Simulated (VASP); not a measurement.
Wanted: the native input for a VASP 6.6.1 run.

| Quantity | Value |
| --- | --- |
| Task | electric field gradients |
| Functional | LDA |
| Potentials or basis | VASP PAW LDA potentials, release 64 (Y_sv, Se) |
| Cutoff | 520 eV |
| k mesh | 7 × 7 × 7 |
| Occupations | fermi-dirac, width 0.03 eV |
| Spin | no spin polarisation |
| Dipole correction | no |
| Further INCAR settings | ALGO = Normal; EDIFF = 1e-08; NBANDS = 16 |

The structure of YSe lies in POSCAR:

```
YSe
1.0
    0.0000000000      2.8361438855      2.8361438855
    2.8361438855      0.0000000000      2.8361438855
    2.8361438855      2.8361438855      0.0000000000
Y Se
1 1
Direct
    0.0000000000      0.0000000000      0.0000000000
    0.5000000000      0.5000000000      0.5000000000
```

This cell differs from its parent crystal: volume scaled by 0.96.

These files were run (other wordings do the same):

INCAR

```
SYSTEM = YSe
  ALGO = Normal
  EDIFF = 1E-8
  ENCUT = 520
  ISIF = 2
  ISMEAR = -1
  LASPH = .TRUE.
  LCHARG = .FALSE.
  LEFG = .TRUE.
  LREAL = .FALSE.
  LWAVE = .FALSE.
  NBANDS = 16
  NELM = 100
  PREC = Accurate
  SIGMA = 0.03
```

KPOINTS

```
k-points
0
G
  7 7 7
  0 0 0
```

Potentials or basis: VASP PAW LDA potentials, release 64 (Y_sv, Se).

Launch:

```console
$ cat potpaw_LDA.64/Y_sv/POTCAR potpaw_LDA.64/Se/POTCAR > POTCAR
$ mpirun -np 1 vasp_std > vasp.out
```

It gave:

The pressure is -1.2 GPa.

Caveat: without QUAD_EFG the Cq values of the log hold for a quadrupole moment of 1 mb, not for the nuclei.

Wall time 12 s on 1 thread of Intel(R) Xeon(R) 6975P-C (Granite Rapids) (shared host), peak memory 0.16 GiB.
